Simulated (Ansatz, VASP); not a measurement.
One calculation of FeGe, two programs

```
Fe Ge
1.0
     4.63132    0.00000    0.00000
     0.00000    4.63132    0.00000
     0.00000    0.00000    4.63132
Fe Ge
4 4
Direct
  0.13589 0.13589 0.13589
  0.36411 0.86411 0.63589
  0.63589 0.36411 0.86411
  0.86411 0.63589 0.36411
  0.84201 0.84201 0.84201
  0.65799 0.15799 0.34201
  0.34201 0.65799 0.15799
  0.15799 0.34201 0.65799
```

Alike in both runs: functional PBE; k mesh 8 × 8 × 8; occupations gaussian, width 0.05 eV; collinear spin.

Ansatz relaxed the structure, and its values are those at the end. VASP's run is a single point on that final structure, the one shown.

|  | VASP | Ansatz |
| --- | --- | --- |
| version | VASP 6.6.1 | Ansatz 0.2.0 |
| potentials or method | VASP PAW PBE potentials, release 64 (Fe, Ge_d), cutoff 520 eV | scalar-relativistic, plane waves, PAW |
| valence electrons in the cell | 88 | 120 |

|  | VASP | Ansatz | Ansatz less VASP |
| --- | --- | --- | --- |
| gap on the k mesh at the Fermi level (eV) | none | none | - |
| pressure (GPa) | 3.8 | 3.5 | -0.29 |
| rms of the force components (eV/Å) | 0.008 | 0.001 | -0.0073 |
| net moment per atom (μB) | 0.52 | 0.52 | 0.000 |
| size of the moment on the site where the two differ most (μB) | 0.07 | 0.05 | -0.026 |

Site moments also hang on the region over which each program counts them. A gap of «none» marks a metal or a gap that the smearing closes. VASP's potentials hold 88 valence electrons a cell and Ansatz's 120, so a difference there can come from the potentials and not from the codes. Ansatz's warnings: stress scf threshold loose.
